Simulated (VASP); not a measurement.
LiF, 2 atoms in the cell. Symmetry: I4/mmm, No. 139, tetragonal system. The conventional cell has a = 2.848 Å, b = 2.848 Å, c = 3.706 Å, α = 90.00°, β = 90.00°, γ = 90.00°. Li (site symmetry 4/mmm) has 6 F at 1.85 to 2.01 Å within 2.5 Å. Within 2.5 Å of F (site symmetry 4/mmm) lie 6 Li at 1.85 to 2.01 Å.  This cell differs from its parent crystal: strain +0.000 along x and y, -0.080 along z.

| Property | Result |
| --- | --- |
| Program | VASP 6.6.1 |
| Task | single point |
| Functional | PBE |
| Potentials or basis | VASP PAW PBE potentials, release 64 (Li_sv, F) |
| Cutoff | 520 eV |
| k mesh | 10 × 10 × 10 |
| Occupations | gaussian, width 0.05 eV |
| Spin | no spin polarisation |
| Dipole correction | no |
| Further INCAR settings | ALGO = Normal; EDIFF = 1e-06; NBANDS = 12 |

Potentials or basis: VASP PAW PBE potentials, release 64 (Li_sv, F).

Command:

```bash
$ cat potpaw_PBE.64/Li_sv/POTCAR potpaw_PBE.64/F/POTCAR > POTCAR
$ mpirun -np 1 vasp_std > vasp.out
```

Hardware: 1 thread of AMD EPYC 7R13 Processor (Zen 3) (shared host).

Problem. Estimate the wall time of this run.

Solution. Run time: 15 s on 1 thread of AMD EPYC 7R13 Processor (Zen 3), with other jobs on the host, peak memory 0.1 GiB. Counts: scf iterations 12, k points 102.
